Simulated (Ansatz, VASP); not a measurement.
**Two plane-wave programs on Hf**

```
Hf
1.0
     4.99364    0.00000    0.00000
    -2.49682    4.32462    0.00000
     0.00000    0.00000    3.09867
Hf
3
Direct
  0.66667 0.33333 0.50000
  0.33333 0.66667 0.50000
  0.00000 0.00000 0.00000
```

Alike in both runs: functional PBE; k mesh 10 × 10 × 12; occupations gaussian, width 0.05 eV; no spin polarisation.

Ansatz relaxed the structure, and its values are those at the end. VASP's run is a single point on that final structure, the one shown.

|  | VASP | Ansatz |
| --- | --- | --- |
| version | VASP 6.6.1 | Ansatz 0.2.0 |
| potentials or method | VASP PAW PBE potentials, release 64 (Hf_pv), cutoff 520 eV | scalar-relativistic, plane waves, PAW |
| valence electrons in the cell | 30 | 78 |

```csv
,VASP,Ansatz,Ansatz less VASP
gap on the k mesh at the Fermi level (eV),none,none,-
pressure (GPa),-0.5,0.0,+0.48
```

A gap of «none» marks a metal or a gap that the smearing closes. VASP's potentials hold 30 valence electrons a cell and Ansatz's 78, so a difference there can come from the potentials and not from the codes.

Spin-orbit coupling is off throughout.
